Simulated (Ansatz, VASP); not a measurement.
# Two plane-wave programs on GaN

The input POSCAR:

```
GaN
1.0
    3.2081339984      0.0000000000      0.0000000000
   -1.6040669992      2.7783255414      0.0000000000
    0.0000000000      0.0000000000      5.1850000000
Ga N
2 2
Direct
    0.3333333333      0.6666666667     -0.0004888218
    0.6666666667      0.3333333333      0.4995111782
    0.3333333333      0.6666666667      0.3774888218
    0.6666666667      0.3333333333      0.8774888218
```

Contents of INCAR.step1:

```
ALGO = Normal
EDIFF = 1E-4
ENCUT = 520
GGA = PE
ISMEAR = 0
LASPH = True
LCHARG = False
LREAL = False
LWAVE = True
NBANDS = 26
NELM = 60
PREC = Accurate
SIGMA = 0.03
```

INCAR.step2

```
ALGO = Normal
EDIFF = 1E-6
ENCUT = 520
ISIF = 2
ISMEAR = 0
ISTART = 1
LASPH = True
LCHARG = False
LMIXTAU = True
LREAL = False
LWAVE = False
METAGGA = R2SCAN
NBANDS = 26
NELM = 60
PREC = Accurate
SIGMA = 0.03
```

The input KPOINTS:

```
k-points
0
Gamma
  8 8 5
```

Input for Ansatz:

```yaml
crystal:
  lattice:
    - [3.2081339984, 0.0, 0.0]
    - [-1.6040669992, 2.7783255414, 0.0]
    - [0.0, 0.0, 5.185]
  atoms:
    - { symbol: Ga, position: [0.3333333333, 0.6666666667, -0.0004888218] }
    - { symbol: Ga, position: [0.6666666667, 0.3333333333, 0.4995111782] }
    - { symbol: "N", position: [0.3333333333, 0.6666666667, 0.3774888218] }
    - { symbol: "N", position: [0.6666666667, 0.3333333333, 0.8774888218] }
scf:
  occupations: { method: gaussian, width: 0.03 }
output:
  eigenstates: { kpoints: [[0, 0, 0]] }
hamiltonian:
  xc: r2scan
kpoints:
  mp_grid: { grid: [8, 8, 5] }
```

Alike in both runs: task single point; functional r2SCAN; k mesh 8 × 8 × 5; occupations gaussian, width 0.03 eV; no spin polarisation.

```csv
,VASP,Ansatz
version,VASP 6.6.1,Ansatz 0.2.0
potentials or method,"VASP PAW PBE potentials, release 64 (Ga_d, N)","scalar-relativistic, plane waves, PAW"
plane-wave cutoff (eV),520,500
valence electrons in the cell,36,36
```

Ansatz gave:

```
gap on the k mesh at the Fermi level (eV) : 2.26
least direct gap on the mesh (eV)         : 2.26
```

Task: Which values does VASP return?

Result: gap on the k mesh at the Fermi level (eV): 2.25; least direct gap on the mesh (eV): 2.25.

VASP's potentials were made for PBE, not for r2SCAN.
